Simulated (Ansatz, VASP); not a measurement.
## WC in VASP and in Ansatz

INCAR

```
SYSTEM = WC
PREC     = Accurate       ! precision mode
ENCUT    = 600            ! plane-wave cutoff, eV
EDIFF    = 1E-6           ! SCF threshold, eV
ISMEAR   = -1             ! smearing method
SIGMA    = 0.1            ! smearing width, eV
LREAL    = .False.        ! projectors in reciprocal space
LASPH    = .True.         ! aspherical terms in the spheres
NELM     = 100            ! most SCF steps
ALGO     = Normal         ! electronic algorithm
ISIF     = 3              ! what is computed and relaxed
LWAVE    = .False.        ! write WAVECAR
LCHARG   = .False.        ! write CHGCAR
GGA      = PE             ! functional
IBRION   = 2              ! ionic algorithm
NSW      = 80             ! ionic steps
EDIFFG   = -0.01          ! ionic threshold
```

File KPOINTS:

```
regular mesh
0
Gamma
  12 12 11
  0 0 0
```

Contents of POSCAR:

```
WC
1.0
    2.9065000000      0.0000000000      0.0000000000
   -1.4532500000      2.5171028400      0.0000000000
    0.0000000000      0.0000000000      2.8366000000
W C
1 1
Direct
    0.0000000000      0.0000000000      0.0000000000
    0.6666666700      0.3333333300      0.5000000000
```

Input for Ansatz:

```yaml
crystal:
  lattice:
    - [2.9065, 0.0, 0.0]
    - [-1.45325, 2.51710284, 0.0]
    - [0.0, 0.0, 2.8366]
  atoms:
    - { symbol: W, position: [0.0, 0.0, 0.0] }
    - { symbol: C, position: [0.66666667, 0.33333333, 0.5] }
  symmetry: { tolerance: 0.0003 }
hamiltonian:
  xc: pbe
  pseudopotentials: { kind: paw, azcp: { folder: soft_1 } }
basis:
  ecutwfc: 420
magnetization:
  spin_polarized: false
scf:
  occupations: { method: fermi_dirac, width: 0.1 }
kpoints:
  mp_grid: { grid: [12, 12, 11], shift: [0, 0, 0] }
output:
  forces: true
  stress: true
  eigenvalues: true
relax:
  max_steps: 60
  cell: {}
```

Alike in both runs: task relaxation of cell and atoms; functional PBE; k mesh 12 × 12 × 11; occupations fermi-dirac, width 0.1 eV; no spin polarisation.

```csv
,VASP,Ansatz
version,VASP 6.6.1,Ansatz 0.2.0
potentials or method,"VASP PAW PBE potentials, release 64 (W_sv, C), cutoff 600 eV",PAW plane waves
valence electrons in the cell,18,18
```

VASP gave:

```
gap on the k mesh at the Fermi level, each at its own relaxed structure (eV)  : none
relaxed volume (Å³/atom)                                                      : 10.55
relaxed length of the cell vector where the two differ most in proportion (Å) : 2.849
```

Which values does Ansatz return?

gap on the k mesh at the Fermi level, each at its own relaxed structure (eV): none; relaxed volume (Å³/atom): 10.53; relaxed length of the cell vector where the two differ most in proportion (Å): 2.847.

A gap of «none» marks a metal or a gap that the smearing closes.

Spin-orbit coupling is off throughout.
